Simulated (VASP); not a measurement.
Input of a VASP 6.6.1 run:

The input INCAR:

```
PREC = Accurate
ENCUT = 600
EDIFF = 1E-6
ISMEAR = -1
SIGMA = 0.1
LREAL = F
LASPH = T
NELM = 120
ALGO = Normal
ISIF = 2
LWAVE = F
LCHARG = T
GGA = PE
LELF = T
LVHAR = T
NBANDS = 16
GGA_COMPAT = F
```

The input KPOINTS:

```
regular mesh
0
Gamma
  7 7 7
```

File POSCAR:

```
CdO
1.0
    0.0000000000      2.3495000000      2.3495000000
    2.3495000000      0.0000000000      2.3495000000
    2.3495000000      2.3495000000      0.0000000000
Cd O
1 1
Direct
    0.0000000000      0.0000000000      0.0000000000
    0.5000000000      0.5000000000      0.5000000000
```

Potentials or basis: VASP PAW PBE potentials, release 64 (Cd, O).

The run is started by

```sh
$ cat potpaw_PBE.64/Cd/POTCAR potpaw_PBE.64/O/POTCAR > POTCAR
$ mpirun -np 1 vasp_std > vasp.out
```

Task: What does it give for the pressure?

Result: 7.4 GPa.

Task: What does it give for the band gap on the k mesh?

Result: Zero (band 9 reaches 1.97 eV, above the bottom of band 10 at 1.61 eV).
